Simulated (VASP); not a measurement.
# Bi (R-3m) in VASP: further runs

The runs below take Bi through electric field gradients, with PBE.

Everything below comes from runs of VASP 6.6.1. Logs are shortened: lines on timing, memory, paths and dates and some standing lists are left out, and cuts for length are marked.

## 1. The cell of the first run

The structure is trigonal, space group R-3m (No. 166). The conventional cell has a = 4.561 Å, b = 4.561 Å, c = 11.901 Å, α = 90.00°, β = 90.00°, γ = 120.00°. Within 4.1 Å of Bi (site symmetry 3m) lie 6 Bi at 3.08 to 3.54 Å.

## 2. Electric field gradients, PBE (35.74 Å³/atom)

File INCAR:

```
SYSTEM = Bi
PREC = Accurate
ENCUT = 520
EDIFF = 1E-8
ISMEAR = -1
SIGMA = 0.03
LREAL = .False.
LASPH = .True.
NELM = 60
ALGO = Normal
ISIF = 2
LWAVE = .False.
LCHARG = .False.
GGA = PE
LEFG = .True.
NBANDS = 22
```

File KPOINTS:

```
regular mesh
0
Gamma
  11 11 11
  0 0 0
```

File POSCAR:

```
Bi
1.0
    2.2805512278      1.3166768653      3.9671363091
   -2.2805512278      1.3166768653      3.9671363091
    0.0000000000     -2.6333537305      3.9671363091
Bi
2
Direct
    0.2338900000      0.2338900000      0.2338900000
    0.7661100000      0.7661100000      0.7661100000
```

Potentials or basis: VASP PAW PBE potentials, release 64 (Bi_d).

On the command line:

```bash
> cat potpaw_PBE.64/Bi_d/POTCAR > POTCAR
> mpirun -np 1 vasp_std > vasp.out
```

OUTCAR:

```text
SYSTEM = Bi
   PREC = Accurate
   ENCUT = 520
   EDIFF = 1E-8
   ISMEAR = -1
   LREAL = .False.
   LASPH = .True.
   NELM = 60
   ISIF = 2
   GGA = PE

 ion  position               nearest neighbor table
   1  0.234  0.234  0.234-   2 3.08   2 3.08   2 3.08   2 3.54   2 3.54   2 3.54
   2  0.766  0.766  0.766-   1 3.08   1 3.08   1 3.08   1 3.54   1 3.54   1 3.54

  LATTYP: Found a trigonal (rhomboedric) cell.
 ALAT       =     4.7615882188
 COS(alpha) =     0.5412184017

  Lattice vectors:

 A1 = (   2.2805512278,   1.3166768653,   3.9671363091)
 A2 = (  -2.2805512278,   1.3166768653,   3.9671363091)
 A3 = (   0.0000000000,  -2.6333537305,   3.9671363091)

Analysis of symmetry for initial positions (statically):
=====================================================================
 Subroutine PRICEL returns:
 Original cell was already a primitive cell.

 Routine SETGRP: Setting up the symmetry group for a
 trigonal (rhombohedral) supercell.

 Subroutine GETGRP returns: Found 12 space group operations
 (whereof 12 operations were pure point group operations)
 out of a pool of 12 trial point group operations.

The static configuration has the point symmetry D_3d.

Analysis of symmetry for dynamics (positions and initial velocities):
=====================================================================
 Subroutine PRICEL returns:
 Original cell was already a primitive cell.

 Routine SETGRP: Setting up the symmetry group for a
 trigonal (rhombohedral) supercell.

 Subroutine GETGRP returns: Found 12 space group operations
 (whereof 12 operations were pure point group operations)
 out of a pool of 12 trial point group operations.

The dynamic configuration has the point symmetry D_3d.

 Subroutine INISYM returns: Found 12 space group operations
 (whereof 12 operations are pure point group operations),
 and found     1 'primitive' translations

----------------------------------------------------------------------------------------

                                     Primitive cell

  volume of cell :      71.4739

  direct lattice vectors                    reciprocal lattice vectors
     2.280551228  1.316676865  3.967136309     0.219245239  0.126581298  0.084023665
    -2.280551228  1.316676865  3.967136309    -0.219245239  0.126581298  0.084023665
[... 113 lines left out ...]
   IVDW    =     0    specifies the selected vdW correction
   LEPSILON=     F    determine dielectric tensor
   LRPA    =     F    only Hartree local field effects (RPA)
 non-spin polarized calculation
  energy-cutoff  :      520.00
  volume of cell :       71.47
 maximum number of plane-waves:      1961
   NGX = 17   NGY = 17   NGZ = 17

 number of electron      30.0000003 magnetization

 Free energy of the ion-electron system (eV)
  ---------------------------------------------------
  ext. energy  EPLUGINS =         0.00000000
  ---------------------------------------------------
  free energy    TOTEN  =        -7.76728484 eV

  energy without entropy =       -7.76665247  energy(sigma->0) =       -7.76696866

 E-fermi :   6.1335     XC(G=0):  -9.4575

 val. band max:        6.1205001859   @ k =   0.3636   0.1818   0.1818
 cond. band min:       6.2923378603   @ k =   0.4545   0.0909   0.0909
 fundamental gap:      0.1718376744
 Fermi energy:         6.1335076131

 k-point     1 :       0.0000    0.0000    0.0000
  band No.  band energies     occupation
      1     -16.7434      2.00000
      2     -16.7434      2.00000
      3     -16.5992      2.00000
      4     -16.5992      2.00000
      5     -16.5831      2.00000
      6     -16.4233      2.00000
[... 589 lines left out ...]
     21      14.0853      0.00000
     22      14.5608      0.00000

 [... further k-points ...]
[... 5 lines left out ...]
  --------------------------------------------------------------------------------------
  -------------------------------------------------------------------------------------
  Total        0.5169244      0.5169244      0.6035321      0.0000000      0.0000000      0.0000000
  in kB       11.5875117     11.5875117     13.5289332      0.0000000      0.0000000      0.0000000
  external PRESSURE =      12.2346522 kB  Pullay stress =       0.0000000 kB

 VOLUME and BASIS-vectors are now :
 -----------------------------------------------------------------------------
  energy-cutoff  :      520.00
  volume of cell :       71.47
      direct lattice vectors                 reciprocal lattice vectors
     2.280551228  1.316676865  3.967136309     0.219245239  0.126581298  0.084023665
    -2.280551228  1.316676865  3.967136309    -0.219245239  0.126581298  0.084023665
     0.000000000 -2.633353731  3.967136309     0.000000000 -0.253162596  0.084023665

 POSITION                                       TOTAL-FORCE (eV/Angst)
 -----------------------------------------------------------------------------------
      0.00000      0.00000      2.78362         0.000000      0.000000      0.151967
      0.00000      0.00000      9.11779         0.000000     -0.000000     -0.151967
 -----------------------------------------------------------------------------------
    total drift:                                0.000000     -0.000000      0.000000

  FREE ENERGIE OF THE ION-ELECTRON SYSTEM (eV)
  ---------------------------------------------------
  free  energy   TOTEN  =        -7.7672848416 eV

  energy  without entropy=       -7.7666524724  energy(sigma->0) =       -7.76696866

 Electric field gradients (V/A^2)
---------------------------------------------------------------------
 ion       V_xx      V_yy      V_zz      V_xy      V_xz      V_yz
---------------------------------------------------------------------
   1      17.102    17.102   -34.203     0.000     0.000    -0.000
   2      17.102    17.102   -34.203    -0.000    -0.000    -0.000
---------------------------------------------------------------------

 Electric field gradients after diagonalization (V/A^2)
 (convention: |V_zz| > |V_xx| > |V_yy|)
----------------------------------------------------------------------
 ion       V_xx      V_yy      V_zz     asymmetry (V_yy - V_xx)/ V_zz
----------------------------------------------------------------------
   1      17.102    17.102   -34.203       0.000
   2      17.102    17.102   -34.203       0.000
----------------------------------------------------------------------

           NMR quadrupolar parameters

 Cq : quadrupolar parameter    Cq=e*Q*V_zz/h
 eta: asymmetry parameters     (V_yy - V_xx)/ V_zz
 Q  : nuclear electric quadrupole moment in mb (millibarn)
----------------------------------------------------------------------
 ion       Cq(MHz)       eta       Q (mb)
----------------------------------------------------------------------
   1      -0.083       0.000       1.000
   2      -0.083       0.000       1.000
----------------------------------------------------------------------
```

OSZICAR:

```text
N       E                     dE             d eps       ncg     rms          rms(c)
DAV:   1     0.307832466369E+03    0.30783E+03   -0.16289E+04  6430   0.164E+03
DAV:   2     0.182902901698E+02   -0.28954E+03   -0.28259E+03  6574   0.435E+02
DAV:   3    -0.687528772627E+01   -0.25166E+02   -0.24877E+02  7696   0.143E+02
DAV:   4    -0.773206637013E+01   -0.85678E+00   -0.85645E+00  8026   0.291E+01
DAV:   5    -0.776897394742E+01   -0.36908E-01   -0.36907E-01  9214   0.538E+00    0.105E+00
DAV:   6    -0.776687835910E+01    0.20956E-02   -0.16284E-02  8508   0.136E+00    0.634E-01
DAV:   7    -0.776705908148E+01   -0.18072E-03   -0.11229E-02  8084   0.119E+00    0.109E-01
DAV:   8    -0.776726212921E+01   -0.20305E-03   -0.14048E-03  7654   0.413E-01    0.233E-02
DAV:   9    -0.776728552192E+01   -0.23393E-04   -0.57497E-05  9194   0.574E-02    0.941E-03
DAV:  10    -0.776728435913E+01    0.11628E-05   -0.71648E-06  7508   0.261E-02    0.172E-03
DAV:  11    -0.776728482758E+01   -0.46845E-06   -0.62500E-07  8238   0.592E-03    0.119E-03
DAV:  12    -0.776728477832E+01    0.49263E-07   -0.13663E-07  6888   0.246E-03    0.233E-04
DAV:  13    -0.776728481136E+01   -0.33040E-07   -0.11529E-08  6490   0.759E-04    0.876E-05
DAV:  14    -0.776728484086E+01   -0.29502E-07   -0.19533E-09  4298   0.415E-04    0.316E-05
DAV:  15    -0.776728484163E+01   -0.76761E-09   -0.47559E-10  3854   0.245E-04
   1 F= -.77672848E+01 E0= -.77669687E+01  d E =-.632369E-03
```

stdout:

```text
POSCAR found type information on POSCAR Bi
 POSCAR found :  1 types and       2 ions
 scaLAPACK will be used
 LDA part: xc-table for (Slater+PW92), standard interpolation
 POSCAR, INCAR and KPOINTS ok, starting setup
 FFT: planning ... GRIDC
 FFT: planning ... GRID_SOFT
 FFT: planning ... GRID
 WAVECAR not read
 entering main loop
ion   1

ion   2
```

Wall time 1.8 min (1 thread of Intel Xeon Platinum 8559C (Emerald Rapids), shared host); peak memory 0.32 GiB.

Results:

* Free energy: -7.7673 eV
* Pressure: 1.2 GPa
* Largest force: 0.152 eV/Å
* Band gap on the k mesh: zero (bands 15 and 16 overlap by 0.05 eV)
* Largest electric field gradient by atom: Bi -34.2 V/Å²

Forces in eV/Å, atoms in the order of the input:
```
Bi   0.000  0.000  0.152
Bi   0.000  0.000 -0.152
```

Electric field gradients, principal values (V/Å²):
```tsv
atom	least	middle	greatest (by size)
1 Bi	17.102	17.102	-34.203
2 Bi	17.102	17.102	-34.203
```

Caveat: without QUAD_EFG the Cq values of the log hold for a quadrupole moment of 1 mb, not for the nuclei; spin-orbit coupling is left out, which moves the levels of the heavy elements.

## 3. Electric field gradients, PBE (36.09 Å³/atom)

This run uses another cell than the first one, of 36.09 Å³/atom.

File INCAR:

```
SYSTEM = Bi
PREC     = Accurate       ! precision mode
ENCUT    = 520            ! plane-wave cutoff, eV
EDIFF    = 1E-8           ! SCF threshold, eV
ISMEAR   = -1             ! smearing method
SIGMA    = 0.03           ! smearing width, eV
LREAL    = .False.        ! projectors in reciprocal space
LASPH    = .True.         ! aspherical terms in the spheres
NELM     = 60             ! most SCF steps
ALGO     = Normal         ! electronic algorithm
ISIF     = 2              ! what is computed and relaxed
LWAVE    = .False.        ! write WAVECAR
LCHARG   = .False.        ! write CHGCAR
GGA      = PE             ! functional
LEFG     = .True.       
NBANDS   = 22             ! bands
```

KPOINTS is that of step 2.

File POSCAR:

```
Bi
1.0
    2.2880530951      1.3210080704      3.9801861936
   -2.2880530951      1.3210080704      3.9801861936
    0.0000000000     -2.6420161407      3.9801861936
Bi
2
Direct
    0.2338900000      0.2338900000      0.2338900000
    0.7661100000      0.7661100000      0.7661100000
```

Potentials or basis: VASP PAW PBE potentials, release 64 (Bi_d).

On the command line:

```bash
> cat potpaw_PBE.64/Bi_d/POTCAR > POTCAR
> mpirun -np 1 vasp_std > vasp.out
```

OUTCAR:

```text
SYSTEM = Bi
   PREC = Accurate
   ENCUT = 520
   EDIFF = 1E-8
   ISMEAR = -1
   LREAL = .False.
   LASPH = .True.
   NELM = 60
   ISIF = 2
   GGA = PE

 ion  position               nearest neighbor table
   1  0.234  0.234  0.234-   2 3.09   2 3.09   2 3.09   2 3.55   2 3.55   2 3.55
   2  0.766  0.766  0.766-   1 3.09   1 3.09   1 3.09   1 3.55   1 3.55   1 3.55

  LATTYP: Found a trigonal (rhomboedric) cell.
 ALAT       =     4.7772514508
 COS(alpha) =     0.5412184017

  Lattice vectors:

 A1 = (   2.2880530951,   1.3210080704,   3.9801861936)
 A2 = (  -2.2880530951,   1.3210080704,   3.9801861936)
 A3 = (   0.0000000000,  -2.6420161407,   3.9801861936)

Analysis of symmetry for initial positions (statically):
=====================================================================
 Subroutine PRICEL returns:
 Original cell was already a primitive cell.

 Routine SETGRP: Setting up the symmetry group for a
 trigonal (rhombohedral) supercell.

 Subroutine GETGRP returns: Found 12 space group operations
 (whereof 12 operations were pure point group operations)
 out of a pool of 12 trial point group operations.

The static configuration has the point symmetry D_3d.

Analysis of symmetry for dynamics (positions and initial velocities):
=====================================================================
 Subroutine PRICEL returns:
 Original cell was already a primitive cell.

 Routine SETGRP: Setting up the symmetry group for a
 trigonal (rhombohedral) supercell.

 Subroutine GETGRP returns: Found 12 space group operations
 (whereof 12 operations were pure point group operations)
 out of a pool of 12 trial point group operations.

[... 148 lines left out ...]

 val. band max:        6.0036450230   @ k =   0.3636   0.1818   0.1818
 cond. band min:       6.1733855181   @ k =   0.4545   0.0909   0.0909
 fundamental gap:      0.1697404951
 Fermi energy:         6.0179734270

 k-point     1 :       0.0000    0.0000    0.0000
  band No.  band energies     occupation
      1     -16.8384      2.00000
      2     -16.8384      2.00000
      3     -16.6984      2.00000
      4     -16.6984      2.00000
      5     -16.6828      2.00000
      6     -16.5283      2.00000
[... 589 lines left out ...]
     21      13.9360      0.00000
     22      14.4204      0.00000

 [... further k-points ...]
[... 5 lines left out ...]
  --------------------------------------------------------------------------------------
  -------------------------------------------------------------------------------------
  Total        0.2996391      0.2996391      0.4201754      0.0000000      0.0000000      0.0000000
  in kB        6.6509380      6.6509380      9.3264210      0.0000000      0.0000000      0.0000000
  external PRESSURE =       7.5427657 kB  Pullay stress =       0.0000000 kB

 VOLUME and BASIS-vectors are now :
 -----------------------------------------------------------------------------
  energy-cutoff  :      520.00
  volume of cell :       72.18
      direct lattice vectors                 reciprocal lattice vectors
     2.288053095  1.321008070  3.980186194     0.218526397  0.126166274  0.083748176
    -2.288053095  1.321008070  3.980186194    -0.218526397  0.126166274  0.083748176
     0.000000000 -2.642016141  3.980186194     0.000000000 -0.252332549  0.083748176

 POSITION                                       TOTAL-FORCE (eV/Angst)
 -----------------------------------------------------------------------------------
      0.00000      0.00000      2.79278         0.000000      0.000000      0.107256
      0.00000      0.00000      9.14778         0.000000     -0.000000     -0.107256
 -----------------------------------------------------------------------------------
    total drift:                                0.000000     -0.000000      0.000000

  FREE ENERGIE OF THE ION-ELECTRON SYSTEM (eV)
  ---------------------------------------------------
  free  energy   TOTEN  =        -7.7719524183 eV

  energy  without entropy=       -7.7713065411  energy(sigma->0) =       -7.77162948

 Electric field gradients (V/A^2)
---------------------------------------------------------------------
 ion       V_xx      V_yy      V_zz      V_xy      V_xz      V_yz
---------------------------------------------------------------------
   1      17.082    17.082   -34.164    -0.000     0.000    -0.000
   2      17.082    17.082   -34.164    -0.000     0.000    -0.000
---------------------------------------------------------------------

 Electric field gradients after diagonalization (V/A^2)
 (convention: |V_zz| > |V_xx| > |V_yy|)
----------------------------------------------------------------------
 ion       V_xx      V_yy      V_zz     asymmetry (V_yy - V_xx)/ V_zz
----------------------------------------------------------------------
   1      17.082    17.082   -34.164       0.000
   2      17.082    17.082   -34.164       0.000
----------------------------------------------------------------------

           NMR quadrupolar parameters

 Cq : quadrupolar parameter    Cq=e*Q*V_zz/h
 eta: asymmetry parameters     (V_yy - V_xx)/ V_zz
 Q  : nuclear electric quadrupole moment in mb (millibarn)
----------------------------------------------------------------------
 ion       Cq(MHz)       eta       Q (mb)
----------------------------------------------------------------------
   1      -0.083       0.000       1.000
   2      -0.083       0.000       1.000
----------------------------------------------------------------------
```

OSZICAR:

```text
N       E                     dE             d eps       ncg     rms          rms(c)
DAV:   1     0.306468065836E+03    0.30647E+03   -0.16210E+04  6432   0.163E+03
DAV:   2     0.182040634111E+02   -0.28826E+03   -0.28143E+03  6526   0.434E+02
DAV:   3    -0.687752747508E+01   -0.25082E+02   -0.24821E+02  7708   0.142E+02
DAV:   4    -0.773665313368E+01   -0.85913E+00   -0.85869E+00  7990   0.291E+01
DAV:   5    -0.777317513022E+01   -0.36522E-01   -0.36521E-01  9282   0.537E+00    0.104E+00
DAV:   6    -0.777136259193E+01    0.18125E-02   -0.16620E-02  8466   0.136E+00    0.631E-01
DAV:   7    -0.777172815179E+01   -0.36556E-03   -0.11393E-02  8026   0.120E+00    0.109E-01
DAV:   8    -0.777192908267E+01   -0.20093E-03   -0.14292E-03  7608   0.417E-01    0.232E-02
DAV:   9    -0.777195288350E+01   -0.23801E-04   -0.58509E-05  9150   0.577E-02    0.962E-03
DAV:  10    -0.777195192234E+01    0.96116E-06   -0.73570E-06  7386   0.262E-02    0.171E-03
DAV:  11    -0.777195240000E+01   -0.47767E-06   -0.63945E-07  8178   0.608E-03    0.121E-03
DAV:  12    -0.777195235238E+01    0.47621E-07   -0.14332E-07  6914   0.251E-03    0.241E-04
DAV:  13    -0.777195238602E+01   -0.33632E-07   -0.12131E-08  6452   0.780E-04    0.931E-05
DAV:  14    -0.777195241845E+01   -0.32434E-07   -0.21504E-09  4208   0.449E-04    0.310E-05
DAV:  15    -0.777195241828E+01    0.17280E-09   -0.53447E-10  3860   0.269E-04
   1 F= -.77719524E+01 E0= -.77716295E+01  d E =-.645877E-03
```

stdout:

```text
POSCAR found type information on POSCAR Bi
 POSCAR found :  1 types and       2 ions
 scaLAPACK will be used
 LDA part: xc-table for (Slater+PW92), standard interpolation
 POSCAR, INCAR and KPOINTS ok, starting setup
 FFT: planning ... GRIDC
 FFT: planning ... GRID_SOFT
 FFT: planning ... GRID
 WAVECAR not read
 entering main loop
ion   1

ion   2
```

Run time: 1.8 min. Hardware: 1 thread of Intel Xeon Platinum 8559C (Emerald Rapids), shared host; peak memory 0.32 GiB.

Results:

- Free energy: -7.7720 eV
- Pressure: 0.8 GPa
- Largest force: 0.107 eV/Å
- Band gap on the k mesh: zero (bands 15 and 16 overlap by 0.05 eV)
- Largest electric field gradient by atom: Bi -34.2 V/Å²

Forces on the atoms (eV/Å):
```
Bi   0.000  0.000  0.107
Bi   0.000  0.000 -0.107
```

Electric field gradients, principal values (V/Å²):
| atom | least | middle | greatest (by size) |
| --- | --- | --- | --- |
| 1 Bi | 17.082 | 17.082 | -34.164 |
| 2 Bi | 17.082 | 17.082 | -34.164 |

Caveat: without QUAD_EFG the Cq values of the log hold for a quadrupole moment of 1 mb, not for the nuclei; spin-orbit coupling is left out, which moves the levels of the heavy elements.
